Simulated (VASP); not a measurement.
## Al5P2: single point with PBE

The system is Al5P2.

```
Al P
1.0
     4.92152    0.00000    0.00000
     0.00000    4.89878    0.00000
     0.00000    0.00000    7.07554
Al P
5 2
Direct
  0.00000 0.00000 0.32882
  0.00000 0.00000 0.67118
  0.50000 0.50000 0.50000
  0.50000 0.00000 0.00000
  0.00000 0.50000 0.00000
  0.50000 0.00000 0.50000
  0.00000 0.00000 0.00000
```

The cell was built from a structure type or drawn by symmetry, and may not be a known phase.

```yaml
Program: VASP 6.6.1
Task: single point
Functional: PBE
Potentials_or_basis: VASP PAW PBE potentials, release 64 (Al, P)
Cutoff: 500 eV
k_mesh: 4 × 4 × 3
Occupations: gaussian, width 0.2 eV
Spin: no spin polarisation
```

```json
{
 "Pressure": "0.1 GPa",
 "Largest force": "0.011 eV/Å",
 "Band gap on the k mesh": "zero (an odd number of electrons rules out a gap without spin polarisation)"
}
```

Forces in eV/Å, atoms in the order of the input:
```
Al   0.000  0.000 -0.011
Al   0.000  0.000  0.011
Al   0.000  0.000  0.000
Al   0.000  0.000  0.000
Al   0.000  0.000  0.000
P    0.000  0.000  0.000
P    0.000  0.000  0.000
```

Stress tensor (GPa, compression positive):
```
 0.42  0.00  0.00
 0.00 -0.35  0.00
 0.00  0.00  0.34
```

Levels at points of the mesh, in eV from the Fermi level:
```csv
k point,band 9,band 10,band 11,band 12,band 13,band 14,band 15,band 16
"(0.00, 0.00, 0.00)",-3.35,-2.58,-2.45,-1.80,0.81,1.11,1.26,1.69
"(0.50, 0.00, 0.00)",-2.38,-2.21,0.61,0.89,0.96,1.09,1.24,1.83
"(0.00, 0.50, 0.00)",-2.30,-2.25,-1.77,0.33,0.57,0.97,1.15,1.82
"(0.50, 0.50, 0.00)",-1.86,-1.57,-0.89,0.25,1.42,1.57,2.22,2.32
```

It took 79 s on 1 thread of Intel Xeon 8259CL, on a shared host, peak memory 0.26 GiB.
